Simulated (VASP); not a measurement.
Wanted: the native input for a VASP 6.6.1 run.

```
Task                   : single point
Functional             : PBE
Potentials or basis    : VASP PAW PBE potentials, release 64 (La, Sc_sv, F)
Cutoff                 : 520 eV
k mesh                 : 6 × 6 × 4
Occupations            : gaussian, width 0.1 eV
Spin                   : no spin polarisation
Dipole correction      : no
Further INCAR settings : ALGO = Normal; EDIFF = 1e-06; NBANDS = 22
```

The structure of LaScF lies in POSCAR:

```
LaScF
1.0
    3.1571363226      0.0000000000      0.0000000000
    0.0000000000      3.1571363226      0.0000000000
    0.0000000000      0.0000000000      6.9080204626
La Sc F
1 1 1
Direct
    0.0000000000      0.0000000000      0.0000000000
    0.0000000000      0.0000000000      0.5000000000
    0.5000000000      0.5000000000      0.5000000000
```

The cell was generated, and may not be a known phase.

The input as run:

INCAR

```
SYSTEM = LaScF
  PREC = Accurate
  ENCUT = 520
  EDIFF = 1E-6
  ISMEAR = 0
  SIGMA = 0.1
  LREAL = .FALSE.
  LASPH = .TRUE.
  NELM = 60
  ALGO = Normal
  ISIF = 2
  LWAVE = .FALSE.
  LCHARG = .FALSE.
  GGA = PE
  NBANDS = 22
```

KPOINTS

```
regular mesh
0
G
  6 6 4
  0 0 0
```

Potentials or basis: VASP PAW PBE potentials, release 64 (La, Sc_sv, F).

Run with:

```bash
$ cat potpaw_PBE.64/La/POTCAR potpaw_PBE.64/Sc_sv/POTCAR potpaw_PBE.64/F/POTCAR > POTCAR
$ mpirun -np 1 vasp_std > vasp.out
```

Results of the run:

```yaml
Pressure: 0.2 GPa
Band_gap_on_the_k_mesh: zero (an odd number of electrons rules out a gap without spin polarisation)
```

Caveat: spin-orbit coupling is left out, which moves the levels of the heavy elements; an odd number of electrons without spin polarisation forces a metal; a magnetic or distorted state may lie lower.

Run time: 44 s on 1 thread of Oxide Virtual Turin-like Processor (shared host), peak memory 0.19 GiB.
